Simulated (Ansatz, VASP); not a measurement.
# Re: VASP beside Ansatz

```
Re
1.0
     2.74832    0.00000    0.00000
    -1.37416    2.38011    0.00000
     0.00000    0.00000    4.43629
Re
2
Direct
  0.33333 0.66667 0.25000
  0.66667 0.33333 0.75000
```

Alike in both runs: functional PBEsol; k mesh 18 × 18 × 10; occupations fermi-dirac, width 0.08 eV; no spin polarisation; Hubbard terms Re d U = 2.0 eV.

Ansatz relaxed the structure, and its values are those at the end. VASP's run is a single point on that final structure, the one shown.

|  | VASP | Ansatz |
| --- | --- | --- |
| version | VASP 6.6.1 | Ansatz 0.2.0 |
| potentials or method | VASP PAW PBE potentials, release 64 (Re) | PAW with Ansatz's default frozen-core files, scalar-relativistic |
| plane-wave cutoff (eV) | 520 | 420 |
| valence electrons in the cell | 14 | 30 |

|  | VASP | Ansatz | Ansatz less VASP |
| --- | --- | --- | --- |
| pressure (GPa) | 1.6 | 0.0 | -1.59 |

VASP's potentials were made for PBE, not for PBEsol. The programs project onto different local orbitals, so the same U acts differently, and such runs can settle in different states. VASP's potentials hold 14 valence electrons a cell and Ansatz's 30, so a difference there can come from the potentials and not from the codes. Ansatz's warnings: filled band counts differ across k points.

Spin-orbit coupling is off throughout.
